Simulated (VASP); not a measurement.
# MnO2 (P6_3/mmc) in VASP: further runs

The runs below take MnO2 through single point, with PBEsol.

Program: VASP 6.6.1. These are calculated values, not measurements. Logs are shortened: lines on timing, memory, paths and dates and some standing lists are left out, and cuts for length are marked.

## (1) The cell of the first run

Symmetry: P6_3/mmc, No. 194, hexagonal system. Conventional cell: a = 2.816 Å, b = 2.816 Å, c = 10.084 Å, α = 90.00°, β = 90.00°, γ = 120.00°. Within 2.5 Å of Mn (site symmetry -3m) lie 6 O at 1.88 Å. O (site symmetry 3m) has 3 Mn at 1.88 Å and 3 O at 2.48 Å within 2.5 Å.

## (2) Single point, PBEsol, collinear spin, ferromagnetic start (volume scaled by 0.96)

File INCAR:

```
  PREC = Accurate
  ENCUT = 520
  EDIFF = 1E-6
  ISMEAR = -1
  SIGMA = 0.05
  LREAL = F
  LASPH = T
  NELM = 150
  ALGO = Normal
  ISIF = 2
  LWAVE = F
  LCHARG = F
  ISPIN = 2
  MAGMOM = 4 4 0 0 0 0
  LORBIT = 11
  LMAXMIX = 4
  GGA = PS
  NBANDS = 38
```

File KPOINTS:

```
regular mesh
0
Gamma
  11 11 3
```

File POSCAR:

```
MnO2
1.0
    2.8163702283      0.0000000000      0.0000000000
   -1.4081851141      2.4390481641      0.0000000000
    0.0000000000      0.0000000000     10.0835941339
Mn O
2 4
Direct
    0.0000000000      0.0000000000      0.5000000000
    0.0000000000      0.0000000000      0.0000000000
    0.6666666667      0.3333333333      0.4068564500
    0.6666666667      0.3333333333      0.0931435500
    0.3333333333      0.6666666667      0.5931435500
    0.3333333333      0.6666666667      0.9068564500
```

Potentials or basis: VASP PAW PBE potentials, release 64 (Mn_pv, O).

The run is started by

```sh
> cat potpaw_PBE.64/Mn_pv/POTCAR potpaw_PBE.64/O/POTCAR > POTCAR
> mpirun -np 1 vasp_std > vasp.out
```

OUTCAR:

```text
PREC = Accurate
   ENCUT = 520
   EDIFF = 1E-6
   ISMEAR = -1
   LREAL = F
   LASPH = T
   NELM = 150
   ISIF = 2
   ISPIN = 2
   LORBIT = 11
   GGA = PS

 ion  position               nearest neighbor table
   1  0.000  0.000  0.500-   3 1.88   5 1.88   5 1.88   3 1.88   3 1.88   5 1.88
   2  0.000  0.000  0.000-   4 1.88   6 1.88   6 1.88   4 1.88   4 1.88   6 1.88
   3  0.667  0.333  0.407-   1 1.88   1 1.88   1 1.88
   4  0.667  0.333  0.093-   2 1.88   2 1.88   2 1.88
   5  0.333  0.667  0.593-   1 1.88   1 1.88   1 1.88
   6  0.333  0.667  0.907-   2 1.88   2 1.88   2 1.88

  LATTYP: Found a hexagonal cell.
 ALAT       =     2.8163702283
 C/A-ratio  =     3.5803510606

  Lattice vectors:

 A1 = (   2.8163702283,   0.0000000000,   0.0000000000)
 A2 = (  -1.4081851141,   2.4390481641,   0.0000000000)
 A3 = (   0.0000000000,   0.0000000000,  10.0835941339)

Analysis of symmetry for initial positions (statically):
=====================================================================
 Subroutine PRICEL returns:
 Original cell was already a primitive cell.

 Routine SETGRP: Setting up the symmetry group for a
 hexagonal supercell.

 Subroutine GETGRP returns: Found 24 space group operations
 (whereof 12 operations were pure point group operations)
 out of a pool of 24 trial point group operations.

The static configuration has the point symmetry D_3d.
 The point group associated with its full space group is D_6h.

Analysis of symmetry for dynamics (positions and initial velocities):
=====================================================================
 Subroutine PRICEL returns:
 Original cell was already a primitive cell.

 Routine SETGRP: Setting up the symmetry group for a
 hexagonal supercell.

 Subroutine GETGRP returns: Found 24 space group operations
 (whereof 12 operations were pure point group operations)
 out of a pool of 24 trial point group operations.

The dynamic configuration has the point symmetry D_3d.
 The point group associated with its full space group is D_6h.

Analysis of structural, dynamic, and magnetic symmetry:
=====================================================================
 Subroutine PRICEL returns:
 Original cell was already a primitive cell.

 Routine SETGRP: Setting up the symmetry group for a
 hexagonal supercell.

 Subroutine GETGRP returns: Found 24 space group operations
 (whereof 12 operations were pure point group operations)
 out of a pool of 24 trial point group operations.

The overall configuration has the point symmetry D_3d.
 The point group associated with its full space group is D_6h.

 Subroutine INISYM returns: Found 24 space group operations
 (whereof 12 operations are pure point group operations),
 and found     1 'primitive' translations

----------------------------------------------------------------------------------------

                                     Primitive cell

  volume of cell :      69.2669

  direct lattice vectors                    reciprocal lattice vectors
     2.816370228  0.000000000  0.000000000     0.355066955  0.204998002  0.000000000
    -1.408185114  2.439048164  0.000000000     0.000000000  0.409996004  0.000000000
     0.000000000  0.000000000 10.083594134     0.000000000  0.000000000  0.099170989

  length of vectors
     2.816370228  2.816370228 10.083594134     0.409996004  0.409996004  0.099170989

  position of ions in fractional coordinates (direct lattice)
     0.000000000  0.000000000  0.500000000
     0.000000000  0.000000000  0.000000000
     0.666666667  0.333333333  0.406856450
     0.666666667  0.333333333  0.093143550
     0.333333333  0.666666667  0.593143550
     0.333333333  0.666666667  0.906856450

  ion indices of the primitive-cell ions
   primitive index   ion index
                 1           1
                 2           2
                 3           3
                 4           4
                 5           5
                 6           6

----------------------------------------------------------------------------------------

 KPOINTS: regular mesh
[... 30 lines left out ...]
  0.454545 -0.000000  0.000000      6.000000
[... 16 lines left out ...]
  0.090909  0.090909  0.333333     12.000000
  0.181818  0.090909  0.333333     24.000000
 [... further k-points ...]
   k-points           NKPTS =     32   k-points in BZ     NKDIM =     32   number of bands    NBANDS=     38
   number of dos      NEDOS =    301   number of ions     NIONS =      6
   total plane-waves  NPLWV =  46080
   dimension x,y,z NGX =    24 NGY =   24 NGZ =   80
   dimension x,y,z NGXF=    48 NGYF=   48 NGZF=  160
   ions per type =               2   4
   NGX,Y,Z   is equivalent  to a cutoff of  14.17, 14.17, 13.19 a.u.
   NGXF,Y,Z  is equivalent  to a cutoff of  28.33, 28.33, 26.38 a.u.
 SYSTEM =  unknown system
   PREC   = accura    normal or accurate (medium, high low for compatibility)
   ISTART =      0    job   : 0-new  1-cont  2-samecut
   ICHARG =      2    charge: 1-file 2-atom 10-const
   ISPIN  =      2    spin polarized calculation?
   LNONCOLLINEAR =      F non collinear calculations
   LSORBIT =      F    spin-orbit coupling
   LASPH  =      T    aspherical Exc in radial PAW
   ENCUT  =  520.0 eV  38.22 Ry    6.18 a.u.   5.24  5.24 18.75*2*pi/ulx,y,z
   NELM   =    150;   NELMIN=  2; NELMDL= -5     # of ELM steps
   EDIFF  = 0.1E-05   stopping-criterion for ELM
   LREAL  =      F    real-space projection
   EDIFFG = 0.1E-04   stopping-criterion for IOM
   NSW    =      0    number of steps for IOM
   IBRION =     -1    ionic relax: 0-MD 1-quasi-New 2-CG
   NFREE  =      0    steps in history (QN), initial steepest desc. (CG)
   ISIF   =      2    stress and relaxation
   ISYM   =      2    0-nonsym 1-usesym 2-fastsym
   POTIM  = 0.5000    time-step for ionic-motion
   TEBEG  =    0.0;   TEEND  =   0.0 temperature during run
   PSTRESS=    0.0 pullay stress
   NELECT =      50.0000    total number of electrons
   NUPDOWN=      -1.0000    fix difference up-down
   EMIN   =  10.00;   EMAX   =-10.00  energy-range for DOS
   EFERMI =   0.00;   METHOD = LEGACY
   ISMEAR =    -1;   SIGMA  =   0.05  broadening in eV -4-tet -1-fermi 0-gaus
   EFERMI_NEDOS =   21; number of points for ismear=-14 and -15
   IALGO  =     38    algorithm
   IMIX   =      4    mixing-type and parameters
     AMIX     =   0.40;   BMIX     =  1.00
     AMIX_MAG =   1.60;   BMIX_MAG =  1.00
  volume/ion in A,a.u.               =      11.54        77.91
  Fermi-wavevector in a.u.,A,eV,Ry     =   1.468553  2.775163 29.342983  2.156648
  Thomas-Fermi vector in A             =   2.584037
   LORBIT       =     11    0 simple, 1 ext, 2 COOP (PROOUT), +10 PAW based schemes
   GGA     = PS    functional components
   LHFCALC =     F    Hartree Fock is set to
   AEXX    =    0.0000 exact exchange contribution
   IVDW    =     0    specifies the selected vdW correction
   LEPSILON=     F    determine dielectric tensor
   LRPA    =     F    only Hartree local field effects (RPA)
 spin polarized calculation
  energy-cutoff  :      520.00
  volume of cell :       69.27
 maximum number of plane-waves:      1885
 NGX is ok and might be reduce to    24
   NGX = 11   NGY = 11   NGZ = 37

 number of electron      50.0000027 magnetization       6.0000730

 Free energy of the ion-electron system (eV)
  ---------------------------------------------------
  ext. energy  EPLUGINS =         0.00000000
  ---------------------------------------------------
  free energy    TOTEN  =       -50.05911023 eV

  energy without entropy =      -50.05903160  energy(sigma->0) =      -50.05907092

 E-fermi :   2.9155     XC(G=0): -10.4172

 val. band max:        2.5973167452   @ k =   0.0909   0.0000   0.0000
 cond. band min:       3.2099522555   @ k =   0.0000   0.0000   0.0000
 fundamental gap:      0.6126355103
 Fermi energy:         2.9154971697

 spin component 1

 k-point     1 :       0.0000    0.0000    0.0000
  band No.  band energies     occupation
      1     -47.6349      1.00000
      2     -47.6349      1.00000
      3     -47.6349      1.00000
      4     -47.6349      1.00000
      5     -47.6222      1.00000
      6     -47.6222      1.00000
[... 949 lines left out ...]
     36      14.8744      0.00000
     37      16.6695      0.00000

 [... further k-points ...]

 spin component 2

 k-point     1 :       0.0000    0.0000    0.0000
  band No.  band energies     occupation
      1     -44.6399      1.00000
      2     -44.6399      1.00000
      3     -44.6399      1.00000
      4     -44.6399      1.00000
      5     -44.4858      1.00000
      6     -44.4858      1.00000
[... 949 lines left out ...]
     36      15.3733      0.00000
     37      17.1910      0.00000

 [... further k-points ...]

 [bands above 37 left out]

------------------------ aborting loop because EDIFF is reached ----------------------------------------

  FORCE on cell =-STRESS in cart. coord.  units (eV):
  Direction    XX          YY          ZZ          XY          YZ          ZX
  --------------------------------------------------------------------------------------
  -------------------------------------------------------------------------------------
  Total        3.1185010      3.1185010      2.2034744      0.0000000      0.0000000     -0.0000000
  in kB       72.1325023     72.1325023     50.9674740      0.0000000      0.0000000     -0.0000000
  external PRESSURE =      65.0774929 kB  Pullay stress =       0.0000000 kB

 VOLUME and BASIS-vectors are now :
 -----------------------------------------------------------------------------
  energy-cutoff  :      520.00
  volume of cell :       69.27
      direct lattice vectors                 reciprocal lattice vectors
     2.816370228  0.000000000  0.000000000     0.355066955  0.204998002  0.000000000
    -1.408185114  2.439048164  0.000000000     0.000000000  0.409996004  0.000000000
     0.000000000  0.000000000 10.083594134     0.000000000  0.000000000  0.099170989

 POSITION                                       TOTAL-FORCE (eV/Angst)
 -----------------------------------------------------------------------------------
      0.00000      0.00000      5.04180        -0.000000      0.000000      0.000000
      0.00000      0.00000      0.00000        -0.000000      0.000000      0.000000
      1.40819      0.81302      4.10258         0.000000     -0.000000     -0.521843
      1.40819      0.81302      0.93922         0.000000     -0.000000      0.521843
     -0.00000      1.62603      5.98102        -0.000000      0.000000      0.521843
     -0.00000      1.62603      9.14437        -0.000000      0.000000     -0.521843
 -----------------------------------------------------------------------------------
    total drift:                               -0.000000      0.000000      0.000000

  FREE ENERGIE OF THE ION-ELECTRON SYSTEM (eV)
  ---------------------------------------------------
  free  energy   TOTEN  =       -50.0591102274 eV

  energy  without entropy=      -50.0590316043  energy(sigma->0) =      -50.05907092

 total charge

# of ion       s       p       d       tot
------------------------------------------
    1        0.378   6.514   4.984  11.876
    2        0.378   6.514   4.984  11.876
    3        1.578   3.421   0.000   4.999
    4        1.578   3.421   0.000   4.999
    5        1.578   3.421   0.000   4.999
    6        1.578   3.421   0.000   4.999
--------------------------------------------------
tot          7.066  26.714   9.968  43.749

 magnetization (x)

# of ion       s       p       d       tot
------------------------------------------
    1        0.031   0.042   2.726   2.798
    2        0.031   0.042   2.726   2.798
    3        0.004   0.056   0.000   0.060
    4        0.004   0.056   0.000   0.060
    5        0.004   0.056   0.000   0.060
    6        0.004   0.056   0.000   0.060
--------------------------------------------------
tot          0.076   0.307   5.452   5.835
```

It took 2.2 min on 1 thread of AMD EPYC 9R45 (Zen 5), shared host; peak memory 0.27 GiB.

Results:

| Item | Value |
| --- | --- |
| Free energy | -50.0591 eV |
| Pressure | 6.5 GPa |
| Largest force | 0.522 eV/Å |
| Band gap on the k mesh | 0.61 eV, indirect (least direct gap 0.65 eV) |
| Net moment | 6.00 μB per cell |
| Site moments | Mn +2.80; O +0.06 μB |
| Valence electrons inside the program's atomic spheres | Mn 11.88; O 5.00 |

Forces in eV/Å, atoms in the order of the input:
```
Mn   0.000  0.000  0.000
Mn   0.000  0.000  0.000
O    0.000  0.000 -0.522
O    0.000  0.000  0.522
O    0.000  0.000  0.522
O    0.000  0.000 -0.522
```

Caveat: the PAW data sets were made with another functional, which shifts forces and pressure a little; only a ferromagnetic start was run, and an antiferromagnetic order may lie lower in energy. A k mesh can miss the band edges.

## (3) Single point, PBEsol, collinear spin, ferromagnetic start (volume scaled by 1.02)

File INCAR:

```
ALGO = Normal
EDIFF = 1E-6
ENCUT = 520
GGA = PS
ISIF = 2
ISMEAR = -1
ISPIN = 2
LASPH = True
LCHARG = False
LMAXMIX = 4
LORBIT = 11
LREAL = False
LWAVE = False
MAGMOM = 4 4 0 0 0 0
NBANDS = 38
NELM = 150
PREC = Accurate
SIGMA = 0.05
```

File KPOINTS:

```
k-points
0
Gamma
  11 11 3
```

POSCAR, as its differences from that of step 2:

```diff
@@ -2,5 +2,5 @@
 1.0
-    2.8163702283      0.0000000000      0.0000000000
-   -1.4081851141      2.4390481641      0.0000000000
-    0.0000000000      0.0000000000     10.0835941339
+    2.8738629778      0.0000000000      0.0000000000
+   -1.4369314888      2.4888383457      0.0000000000
+    0.0000000000      0.0000000000     10.2894383606
 Mn O
```

Potentials or basis: VASP PAW PBE potentials, release 64 (Mn_pv, O).

The run is started by

```sh
> cat potpaw_PBE.64/Mn_pv/POTCAR potpaw_PBE.64/O/POTCAR > POTCAR
> mpirun -np 1 vasp_std > vasp.out
```

Run time: 2.2 min. Hardware: 1 thread of AMD EPYC 9R45 (Zen 5), shared host; peak memory 0.27 GiB.

The run converged. Its results:

```
Free energy                                           : -50.0797 eV
Pressure                                              : -4.8 GPa
Largest force                                         : 0.385 eV/Å
Band gap on the k mesh                                : 0.84 eV, indirect (least direct gap 0.89 eV)
Net moment                                            : 6.00 μB per cell
Site moments                                          : Mn +2.85; O +0.03 μB
Valence electrons inside the program's atomic spheres : Mn 11.72; O 4.96
```

Forces on the atoms (eV/Å):
```
Mn   0.000  0.000  0.000
Mn   0.000  0.000  0.000
O    0.000  0.000  0.385
O    0.000  0.000 -0.385
O    0.000  0.000 -0.385
O    0.000  0.000  0.385
```

Stress tensor (GPa, compression positive):
```
-5.72  0.00  0.00
 0.00 -5.72  0.00
 0.00  0.00 -2.89
```

Levels at points of the mesh, in eV from the valence-band top:
Spin up:
```tsv
k point	band 24	band 25	band 26	band 27	band 28	band 29	band 30	band 31	band 32	band 33
(0.00, 0.00, 0.00)	-1.35	-1.33	-1.33	-0.27	-0.05	2.83	2.83	2.85	2.85	6.70
```
Spin down:
```
           k point  band 20  band 21  band 22  band 23  band 24  band 25
(0.00, 0.00, 0.00)    -1.26    -1.26    -1.21     0.84     0.84     0.84
```

Caveat: the PAW data sets were made with another functional, which shifts forces and pressure a little; only a ferromagnetic start was run, and an antiferromagnetic order may lie lower in energy. A k mesh can miss the band edges.

## (4) Single point, PBEsol, collinear spin, ferromagnetic start (volume scaled by 1.06)

File INCAR:

```
PREC     = Accurate       # precision mode
ENCUT    = 520            # plane-wave cutoff, eV
EDIFF    = 1E-6           # SCF threshold, eV
ISMEAR   = -1             # smearing method
SIGMA    = 0.05           # smearing width, eV
LREAL    = F              # projectors in reciprocal space
LASPH    = T              # aspherical terms in the spheres
NELM     = 150            # most SCF steps
ALGO     = Normal         # electronic algorithm
ISIF     = 2              # what is computed and relaxed
LWAVE    = F              # write WAVECAR
LCHARG   = F              # write CHGCAR
ISPIN    = 2              # spin polarisation
MAGMOM   = 4 4 0 0 0 0    # initial moments
LORBIT   = 11             # projections on sites
LMAXMIX  = 4              # l up to which the mixer works
GGA      = PS             # functional
NBANDS   = 38             # bands
```

File KPOINTS:

```
regular mesh
0
Gamma
  11 11 3
```

POSCAR, as its differences from that of step 3:

```diff
@@ -2,5 +2,5 @@
 1.0
-    2.8738629778      0.0000000000      0.0000000000
-   -1.4369314888      2.4888383457      0.0000000000
-    0.0000000000      0.0000000000     10.2894383606
+    2.9109491711      0.0000000000      0.0000000000
+   -1.4554745855      2.5209559313      0.0000000000
+    0.0000000000      0.0000000000     10.4222199523
 Mn O
```

The run is started by

```sh
> cat potpaw_PBE.64/Mn_pv/POTCAR potpaw_PBE.64/O/POTCAR > POTCAR
> mpirun -np 1 vasp_std > vasp.out
```

Wall time 2.2 min (1 thread of AMD EPYC 9R45 (Zen 5), shared host); peak memory 0.27 GiB.

Results (log left out):

| Property | Result |
| --- | --- |
| Free energy | -49.9445 eV |
| Pressure | -10.4 GPa |
| Largest force | 0.875 eV/Å |
| Band gap on the k mesh | 0.97 eV, indirect (least direct gap 1.03 eV) |
| Net moment | 6.00 μB per cell |
| Site moments | Mn +2.89; O +0.01 μB |
| Valence electrons inside the program's atomic spheres | Mn 11.64; O 4.94 |

Forces in eV/Å, atoms in the order of the input:
```
Mn   0.000  0.000  0.000
Mn   0.000  0.000  0.000
O    0.000  0.000  0.875
O    0.000  0.000 -0.875
O    0.000  0.000 -0.875
O    0.000  0.000  0.875
```

Stress tensor (GPa, compression positive):
```
-12.19   0.00   0.00
  0.00 -12.19   0.00
  0.00   0.00  -6.89
```

Levels at points of the mesh, in eV from the valence-band top:
Spin up:
| k point | band 25 | band 26 | band 27 | band 28 | band 29 | band 30 | band 31 | band 32 |
| --- | --- | --- | --- | --- | --- | --- | --- | --- |
| (0.00, 0.00, 0.00) | -1.18 | -1.17 | -0.27 | -0.06 | 2.73 | 2.73 | 2.75 | 2.75 |
Spin down:
```csv
k point,band 18,band 19,band 20,band 21,band 22,band 23,band 24,band 25,band 26,band 27
"(0.00, 0.00, 0.00)",-1.17,-1.17,-1.15,-1.15,-1.07,0.97,0.97,0.97,0.97,2.43
```

Caveat: the PAW data sets were made with another functional, which shifts forces and pressure a little; only a ferromagnetic start was run, and an antiferromagnetic order may lie lower in energy. A k mesh can miss the band edges.

## (5) Summary

| cell | gap on the mesh (eV) | pressure (GPa) | moment (μB) | largest force (eV/Å) |
| --- | --- | --- | --- | --- |
| a = 2.816, b = 2.816, c = 10.084 Å, angles 90.0, 90.0, 120.0°, 6 atoms | 0.61 | 6.5 | 6.00 | 0.52 |
| a = 2.874, b = 2.874, c = 10.289 Å, angles 90.0, 90.0, 120.0°, 6 atoms | 0.84 | -4.8 | 6.00 | 0.39 |
| a = 2.911, b = 2.911, c = 10.422 Å, angles 90.0, 90.0, 120.0°, 6 atoms | 0.97 | -10.4 | 6.00 | 0.87 |

Alike in all rows: task single point; level PBEsol; potentials or basis VASP PAW PBE potentials, release 64 (Mn_pv, O); spin collinear, ferromagnetic start; k mesh 11 × 11 × 3; cutoff (eV) 520; smearing fermi-dirac 0.05 eV.

Caveats: the PAW data sets were made with another functional, which shifts forces and pressure a little; only a ferromagnetic start was run, and an antiferromagnetic order may lie lower in energy.

Total energies depend on the potentials used, so only differences within one code and one set of settings carry meaning.
